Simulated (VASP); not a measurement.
BiPb2:

```
Bi Pb
1.0
     6.73271    0.00000    0.00000
     0.00000    6.73271    0.00000
     0.00000    0.00000    4.33654
Bi Pb
2 4
Direct
  0.00000 0.00000 0.00000
  0.50000 0.50000 0.50000
  0.30600 0.30600 0.00000
  0.19400 0.80600 0.50000
  0.69400 0.69400 0.00000
  0.80600 0.19400 0.50000
```

| Quantity | Value |
| --- | --- |
| Program | VASP 6.6.1 |
| Task | relaxation of cell and atoms |
| Functional | PBE |
| Potentials or basis | VASP PAW PBE potentials, release 64 (Bi_d, Pb_d) |
| Cutoff | 600 eV |
| k mesh | 4 × 4 × 4 |
| Occupations | gaussian, width 0.1 eV |
| Spin | no spin polarisation |

At the start: pressure 15.5 GPa; volume 32.76 Å³/atom.

Q: How do energy, volume and symmetry change on relaxing?

A: Over 12 steps the energy falls by 450.7 meV/atom and the volume is 44.28 Å³/atom (+35.2 %); space group P4_2/mnm (No. 136, to 0.1 Å) before and after.

The path:
| step | energy change (eV) | largest force (eV/Å) | pressure (GPa) | volume (Å³) |
| --- | --- | --- | --- | --- |
| 1 | 0.0000 | 1.2067 | 15.50 | 196.57 |
| 2 | -2.3696 | 0.1113 | -2.52 | 301.10 |
| 3 | -2.6920 | 0.0058 | 0.15 | 264.39 |
| 4 | -2.6925 | 0.0030 | 0.00 | 265.89 |
| 5 | -2.6945 | 0.0092 | -0.02 | 266.14 |
| 6 | -2.6987 | 0.0432 | -0.07 | 266.87 |
| 7 | -2.6970 | 0.1072 | -0.13 | 268.21 |
| 8 | -2.6997 | 0.0673 | -0.10 | 267.38 |
| 9 | -2.7015 | 0.0655 | 0.07 | 265.70 |
| 10 | -2.7016 | 0.0645 | 0.13 | 265.15 |
| 11 | -2.7030 | 0.0480 | 0.09 | 265.35 |
| 12 | -2.7044 | 0.0217 | 0.04 | 265.68 |

Final structure:
```cif
data_structure
_symmetry_space_group_name_H-M 'P 1'
_symmetry_Int_Tables_number 1
_cell_length_a 7.5031
_cell_length_b 7.5031
_cell_length_c 4.7193
_cell_angle_alpha 90.000
_cell_angle_beta 90.000
_cell_angle_gamma 90.000
_cell_volume 265.68
loop_
_atom_site_label
_atom_site_type_symbol
_atom_site_fract_x
_atom_site_fract_y
_atom_site_fract_z
_atom_site_occupancy
Bi1 Bi 0.00000 0.00000 0.00000 1
Bi2 Bi 0.50000 0.50000 0.50000 1
Pb1 Pb 0.29927 0.29927 0.00000 1
Pb2 Pb 0.20073 0.79927 0.50000 1
Pb3 Pb 0.70073 0.70073 0.00000 1
Pb4 Pb 0.79927 0.20073 0.50000 1
```

Caveat: the k points lie up to 0.33 Å⁻¹ apart in the final cell, too coarse for converged energies and pressures of a metal; the volume moved by over 15 % at a fixed basis, so the end points are rough.
